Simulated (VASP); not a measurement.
# NiO (Fm-3m) in VASP: further runs

Runs on NiO. Level: PBE. Tasks: single point.

Everything below comes from runs of VASP 6.6.1. Logs are shortened: lines on timing, memory, paths and dates and some standing lists are left out, and cuts for length are marked.

### Step 1. The cell of the first run

The structure is cubic, space group Fm-3m (No. 225). Conventional cell: a = 4.172 Å, b = 4.172 Å, c = 4.172 Å, α = 90.00°, β = 90.00°, γ = 90.00°. Ni (site symmetry m-3m) has 6 O at 2.09 Å within 2.8 Å. Within 2.8 Å of O (site symmetry m-3m) lie 6 Ni at 2.09 Å.

### Step 2. Single point, PBE, collinear spin, zero start

INCAR reads:

```
SYSTEM = NiO
PREC = Accurate
ENCUT = 600
EDIFF = 1E-6
ISMEAR = -1
SIGMA = 0.1
LREAL = .FALSE.
LASPH = .TRUE.
NELM = 200
ALGO = Normal
ISIF = 2
LWAVE = .FALSE.
LCHARG = .FALSE.
ISPIN = 2
MAGMOM = 0 0
LORBIT = 11
NUPDOWN = 0.0
LMAXMIX = 4
GGA = PE
NBANDS = 19
GGA_COMPAT = .FALSE.
```

KPOINTS reads:

```
regular mesh
0
G
  12 12 12
  0 0 0
```

POSCAR reads:

```
NiO
1.0
    2.9499100000      0.0000000000      0.0000000000
    1.4749550000      2.5546969989      0.0000000000
    1.4749550000      0.8515656663      2.4085914290
Ni O
1 1
Direct
    0.0000000000      0.0000000000      0.0000000000
    0.5000000000      0.5000000000      0.5000000000
```

Potentials or basis: VASP PAW PBE potentials, release 64 (Ni, O).

Started as:

```
cat potpaw_PBE.64/Ni/POTCAR potpaw_PBE.64/O/POTCAR > POTCAR
mpirun -np 1 vasp_std > vasp.out
```

OUTCAR:

```text
SYSTEM = NiO
   PREC = Accurate
   ENCUT = 600
   EDIFF = 1E-6
   ISMEAR = -1
   LREAL = .FALSE.
   LASPH = .TRUE.
   NELM = 200
   ISIF = 2
   ISPIN = 2
   LORBIT = 11
   NUPDOWN = 0.0
   GGA = PE

 ion  position               nearest neighbor table
   1  0.000  0.000  0.000-   2 2.09   2 2.09   2 2.09   2 2.09   2 2.09   2 2.09
   2  0.500  0.500  0.500-   1 2.09   1 2.09   1 2.09   1 2.09   1 2.09   1 2.09

  LATTYP: Found a face centered cubic cell.
 ALAT       =     4.1718027298

  Lattice vectors:

 A1 = (   2.9499100000,   0.0000000000,   0.0000000000)
 A2 = (   1.4749550000,   2.5546969989,   0.0000000000)
 A3 = (   1.4749550000,   0.8515656663,   2.4085914290)

Analysis of symmetry for initial positions (statically):
=====================================================================
 Subroutine PRICEL returns:
 Original cell was already a primitive cell.

 Routine SETGRP: Setting up the symmetry group for a
 face centered cubic supercell.

 Subroutine GETGRP returns: Found 48 space group operations
 (whereof 48 operations were pure point group operations)
 out of a pool of 48 trial point group operations.

The static configuration has the point symmetry O_h .

Analysis of symmetry for dynamics (positions and initial velocities):
=====================================================================
 Subroutine PRICEL returns:
 Original cell was already a primitive cell.

 Routine SETGRP: Setting up the symmetry group for a
 face centered cubic supercell.

 Subroutine GETGRP returns: Found 48 space group operations
 (whereof 48 operations were pure point group operations)
 out of a pool of 48 trial point group operations.

The dynamic configuration has the point symmetry O_h .

Analysis of structural, dynamic, and magnetic symmetry:
=====================================================================
 Subroutine PRICEL returns:
 Original cell was already a primitive cell.

 Routine SETGRP: Setting up the symmetry group for a
 face centered cubic supercell.

 Subroutine GETGRP returns: Found 48 space group operations
 (whereof 48 operations were pure point group operations)
 out of a pool of 48 trial point group operations.

The overall configuration has the point symmetry O_h .

 Subroutine INISYM returns: Found 48 space group operations
 (whereof 48 operations are pure point group operations),
 and found     1 'primitive' translations
[... 108 lines left out ...]
   EMIN   =  10.00;   EMAX   =-10.00  energy-range for DOS
   EFERMI =   0.00;   METHOD = LEGACY
   ISMEAR =    -1;   SIGMA  =   0.10  broadening in eV -4-tet -1-fermi 0-gaus
   EFERMI_NEDOS =   21; number of points for ismear=-14 and -15
   IALGO  =     38    algorithm
   IMIX   =      4    mixing-type and parameters
     AMIX     =   0.40;   BMIX     =  1.00
     AMIX_MAG =   1.60;   BMIX_MAG =  1.00
  volume/ion in A,a.u.               =       9.08        61.25
  Fermi-wavevector in a.u.,A,eV,Ry     =   1.569680  2.966265 33.523321  2.463895
  Thomas-Fermi vector in A             =   2.671526
   LORBIT       =     11    0 simple, 1 ext, 2 COOP (PROOUT), +10 PAW based schemes
   GGA     = PE    functional components
   LHFCALC =     F    Hartree Fock is set to
   AEXX    =    0.0000 exact exchange contribution
   IVDW    =     0    specifies the selected vdW correction
   LEPSILON=     F    determine dielectric tensor
   LRPA    =     F    only Hartree local field effects (RPA)
 spin polarized calculation
  energy-cutoff  :      600.00
  volume of cell :       18.15
 maximum number of plane-waves:       620
   NGX = 11   NGY = 11   NGZ = 11

 number of electron      16.0000001 magnetization       0.0000000

 number of electron      16.0000001 magnetization      -0.0000000

 Free energy of the ion-electron system (eV)
  ---------------------------------------------------
  ext. energy  EPLUGINS =         0.00000000
  ---------------------------------------------------
  free energy    TOTEN  =       -11.41006643 eV

  energy without entropy =      -11.34360397  energy(sigma->0) =      -11.37683520

 E-fermi :   7.9280     XC(G=0): -12.7059

 val. band max:        7.8951994849   @ k =   0.2500   0.1667   0.0833
 cond. band min:       7.9316406859   @ k =  -0.3333   0.1667  -0.0000
 fundamental gap:      0.0364412010
 Fermi energy:         7.9280224596

 spin component 1

 k-point     1 :       0.0000    0.0000    0.0000
  band No.  band energies     occupation
      1     -12.5590      1.00000
      2       4.7992      1.00000
      3       4.7992      1.00000
      4       4.7992      1.00000
      5       6.0433      1.00000
      6       6.0433      1.00000
[... 517 lines left out ...]
     18      38.5251      0.00000
     19      38.7935      0.00000

 [... further k-points ...]

 spin component 2

 k-point     1 :       0.0000    0.0000    0.0000
  band No.  band energies     occupation
      1     -12.5590      1.00000
      2       4.7992      1.00000
      3       4.7992      1.00000
      4       4.7992      1.00000
      5       6.0433      1.00000
      6       6.0433      1.00000
[... 517 lines left out ...]
     18      38.5251      0.00000
     19      38.7935      0.00000

 [... further k-points ...]
[... 5 lines left out ...]
  --------------------------------------------------------------------------------------
  -------------------------------------------------------------------------------------
  Total       -0.1811119     -0.1811119     -0.1811119      0.0000000      0.0000000      0.0000000
  in kB      -15.9862356    -15.9862356    -15.9862356      0.0000000      0.0000000      0.0000000
  external PRESSURE =     -15.9862356 kB  Pullay stress =       0.0000000 kB

 VOLUME and BASIS-vectors are now :
 -----------------------------------------------------------------------------
  energy-cutoff  :      600.00
  volume of cell :       18.15
      direct lattice vectors                 reciprocal lattice vectors
     2.949910000  0.000000000  0.000000000     0.338993393 -0.195717927 -0.138393473
     1.474955000  2.554696999  0.000000000     0.000000000  0.391435853 -0.138393473
     1.474955000  0.851565666  2.408591429     0.000000000  0.000000000  0.415180420

 POSITION                                       TOTAL-FORCE (eV/Angst)
 -----------------------------------------------------------------------------------
      0.00000      0.00000      0.00000         0.000000      0.000000      0.000000
      2.94991      1.70313      1.20430        -0.000000     -0.000000      0.000000
 -----------------------------------------------------------------------------------
    total drift:                               -0.000000      0.000000     -0.000000

  FREE ENERGIE OF THE ION-ELECTRON SYSTEM (eV)
  ---------------------------------------------------
  free  energy   TOTEN  =       -11.4100664349 eV

  energy  without entropy=      -11.3436039732  energy(sigma->0) =      -11.37683520

 total charge

# of ion       s       p       d       tot
------------------------------------------
    1        0.325   0.389   8.345   9.060
    2        1.571   3.365   0.000   4.936
--------------------------------------------------
tot          1.896   3.754   8.345  13.996

 magnetization (x)

# of ion       s       p       d       tot
------------------------------------------
    1        0.000   0.000   0.000   0.000
    2       -0.000  -0.000   0.000  -0.000
--------------------------------------------------
tot         -0.000  -0.000   0.000   0.000
```

Run time: 50 s. Hardware: 1 thread of Intel Xeon 8259CL, shared host; peak memory 0.18 GiB.

Results:

```
Free energy                                           : -11.4101 eV
Pressure                                              : -1.6 GPa
Net moment                                            : 0.00 μB per cell
Valence electrons inside the program's atomic spheres : Ni 9.06; O 4.94
```

Caveat: the total moment is fixed, so each spin has its own Fermi level.

### Step 3. Single point, PBE, collinear spin, ferromagnetic start

INCAR reads:

```
SYSTEM = NiO
PREC = Accurate ; ENCUT = 600
EDIFF = 1E-6 ; ISMEAR = -1
SIGMA = 0.1 ; LREAL = .False.
LASPH = .True. ; NELM = 200
ALGO = Normal ; ISIF = 2
LWAVE = .False. ; LCHARG = .False.
ISPIN = 2 ; MAGMOM = 0.28 0.03
LORBIT = 11 ; NUPDOWN = 0.3
LMAXMIX = 4 ; GGA = PE
NBANDS = 19 ; GGA_COMPAT = .False.
```

KPOINTS reads:

```
regular mesh
0
Gamma
  12 12 12
  0 0 0
```

POSCAR is that of step 2.

Potentials or basis: VASP PAW PBE potentials, release 64 (Ni, O).

Started as:

```
cat potpaw_PBE.64/Ni/POTCAR potpaw_PBE.64/O/POTCAR > POTCAR
mpirun -np 1 vasp_std > vasp.out
```

Run time: 71 s. Hardware: 1 thread of Intel Xeon 8259CL, shared host; peak memory 0.18 GiB.

The run converged. Its results:

```
Free energy                                           : -11.4157 eV
Pressure                                              : -1.5 GPa
Net moment                                            : 0.30 μB per cell
Site moments                                          : Ni +0.26; O +0.03 μB
Valence electrons inside the program's atomic spheres : Ni 9.06; O 4.94
```

Caveat: the total moment is fixed, so each spin has its own Fermi level.

### Step 4. Single point, PBE, collinear spin, ferromagnetic start

INCAR reads:

```
PREC = Accurate ; ENCUT = 600
EDIFF = 1E-6 ; ISMEAR = -1
SIGMA = 0.1 ; LREAL = F
LASPH = T ; NELM = 200
ALGO = Normal ; ISIF = 2
LWAVE = F ; LCHARG = F
ISPIN = 2 ; MAGMOM = 0.56 0.07
LORBIT = 11 ; NUPDOWN = 0.6
LMAXMIX = 4 ; GGA = PE
NBANDS = 19 ; GGA_COMPAT = F
```

KPOINTS reads:

```
Automatic mesh
0
Gamma
  12 12 12
```

POSCAR is that of step 3.

Started as:

```
cat potpaw_PBE.64/Ni/POTCAR potpaw_PBE.64/O/POTCAR > POTCAR
mpirun -np 1 vasp_std > vasp.out
```

Wall time 64 s (1 thread of Intel Xeon 8259CL, shared host); peak memory 0.18 GiB.

The run converged. Its results:

* Free energy: -11.4300 eV
* Pressure: -1.0 GPa
* Net moment: 0.60 μB per cell
* Site moments: Ni +0.53; O +0.06 μB
* Valence electrons inside the program's atomic spheres: Ni 9.05; O 4.94

Caveat: the total moment is fixed, so each spin has its own Fermi level; a cell with one magnetic atom can't hold antiferromagnetic order, which such compounds often take.

### Step 5. Single point, PBE, collinear spin, ferromagnetic start

INCAR reads:

```
PREC = Accurate ; ENCUT = 600
EDIFF = 1E-6 ; ISMEAR = -1
SIGMA = 0.1 ; LREAL = False
LASPH = True ; NELM = 200
ALGO = Normal ; ISIF = 2
LWAVE = False ; LCHARG = False
ISPIN = 2 ; MAGMOM = 0.84 0.11
LORBIT = 11 ; NUPDOWN = 0.9
LMAXMIX = 4 ; GGA = PE
NBANDS = 19 ; GGA_COMPAT = False
```

KPOINTS is that of step 4.

POSCAR is that of step 4.

Started as:

```
cat potpaw_PBE.64/Ni/POTCAR potpaw_PBE.64/O/POTCAR > POTCAR
mpirun -np 1 vasp_std > vasp.out
```

Run time: 65 s. Hardware: 1 thread of Intel Xeon 8259CL, shared host; peak memory 0.18 GiB.

Results (log left out):

| Quantity | Value |
| --- | --- |
| Free energy | -11.4485 eV |
| Pressure | 0.0 GPa |
| Net moment | 0.90 μB per cell |
| Site moments | Ni +0.78; O +0.10 μB |
| Valence electrons inside the program's atomic spheres | Ni 9.04; O 4.95 |

Caveat: the total moment is fixed, so each spin has its own Fermi level; a cell with one magnetic atom can't hold antiferromagnetic order, which such compounds often take.

### Step 6. Summary

| spin | fixed moment (μB) | pressure (GPa) | moment (μB) |
| --- | --- | --- | --- |
| collinear, zero start | 0.0 | -1.6 | 0.00 |
| collinear, ferromagnetic start | 0.3 | -1.5 | 0.30 |
| collinear, ferromagnetic start | 0.6 | -1.0 | 0.60 |
| collinear, ferromagnetic start | 0.9 | 0.0 | 0.90 |

Alike in all rows: task single point; level PBE; potentials or basis VASP PAW PBE potentials, release 64 (Ni, O); cell as given; k mesh 12 × 12 × 12; cutoff (eV) 600; smearing fermi-dirac 0.1 eV.

Caveats: the total moment is fixed, so each spin has its own Fermi level; a cell with one magnetic atom can't hold antiferromagnetic order, which such compounds often take (some runs).

Absolute energies hang on the potentials; compare differences alone.
